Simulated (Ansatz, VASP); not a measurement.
BN in VASP and in Ansatz

Contents of POSCAR:

```
BN
1.0
    0.0000000000      1.7506807011      1.8276884058
    1.7506807011      0.0000000000      1.8276884058
    1.7506807011      1.7506807011      0.0000000000
B N
1 1
Direct
    0.0000000000      0.0000000000      0.0000000000
    0.2500000000      0.2500000000      0.2500000000
```

INCAR.step1

```
SYSTEM = BN
PREC     = Accurate       ! precision mode
ENCUT    = 520            ! plane-wave cutoff, eV
ISMEAR   = 0              ! smearing method
SIGMA    = 0.01           ! smearing width, eV
LREAL    = .False.        ! projectors in reciprocal space
LASPH    = .True.         ! aspherical terms in the spheres
NELM     = 80             ! most SCF steps
NBANDS   = 11             ! bands
GGA      = PE             ! functional
ALGO     = Normal         ! electronic algorithm
EDIFF    = 1E-4           ! SCF threshold, eV
LWAVE    = .True.         ! write WAVECAR
LCHARG   = .False.        ! write CHGCAR
```

The input INCAR.step2:

```
SYSTEM = BN
PREC     = Accurate       ! precision mode
ENCUT    = 520            ! plane-wave cutoff, eV
EDIFF    = 1E-6           ! SCF threshold, eV
ISMEAR   = 0              ! smearing method
SIGMA    = 0.01           ! smearing width, eV
LREAL    = .False.        ! projectors in reciprocal space
LASPH    = .True.         ! aspherical terms in the spheres
NELM     = 80             ! most SCF steps
ALGO     = Normal         ! electronic algorithm
ISIF     = 2              ! what is computed and relaxed
LWAVE    = .False.        ! write WAVECAR
LCHARG   = .False.        ! write CHGCAR
METAGGA  = R2SCAN         ! meta-GGA
LMIXTAU  = .True.       
NBANDS   = 11             ! bands
ISTART   = 1
```

File KPOINTS:

```
regular mesh
0
Gamma
  12 12 12
  0 0 0
```

Input for Ansatz:

```yaml
crystal:
  lattice:
    - [0.0, 1.7506807011, 1.8276884058]
    - [1.7506807011, 0.0, 1.8276884058]
    - [1.7506807011, 1.7506807011, 0.0]
  atoms:
    - { symbol: B, position: [0.0, 0.0, 0.0] }
    - { symbol: "N", position: [0.25, 0.25, 0.25] }
kpoints:
  mp_grid: { grid: [12, 12, 12] }
  band_path:
    path:
      - [0.0, 0.0, 0.0]
      - [-0.5, -0.5, 0.0]
      - [-0.375, -0.375, 0.25]
      - [-0.375, 0.0, 0.375]
      - [0.0, 0.0, 0.5]
      - [-0.5, -0.25, 0.25]
      - [0.0, 0.5, 0.5]
    npoints: 1
hamiltonian:
  xc: r2scan
scf:
  occupations: { method: fixed }
  n_extra_bands: 4
output:
  forces: true
  stress: true
  eigenvalues: true
  write_density: true
  write_potential: true
  elf: true
  volumetric_format: npy
```

Change from the starting cell: epitaxial_xy strain -3.0%.

Alike in both runs: task single point; functional r2SCAN; k mesh 12 × 12 × 12; no spin polarisation.

|  | VASP | Ansatz |
| --- | --- | --- |
| version | VASP 6.6.1 | Ansatz 0.2.0 |
| potentials or method | VASP PAW PBE potentials, release 64 (B, N) | plane waves, PAW |
| plane-wave cutoff (eV) | 520 | 500 |
| occupations | gaussian, width 0.01 eV | fixed |
| valence electrons in the cell | 8 | 8 |

```tsv
	VASP	Ansatz	Ansatz less VASP
gap on the k mesh at the Fermi level (eV)	4.62	4.65	+0.026
pressure (GPa)	22.0	20.7	-1.31
traceless stress, the component that is largest in VASP (GPa)	-20.66	-20.72	-0.052
```

VASP's potentials were made for PBE, not for r2SCAN.
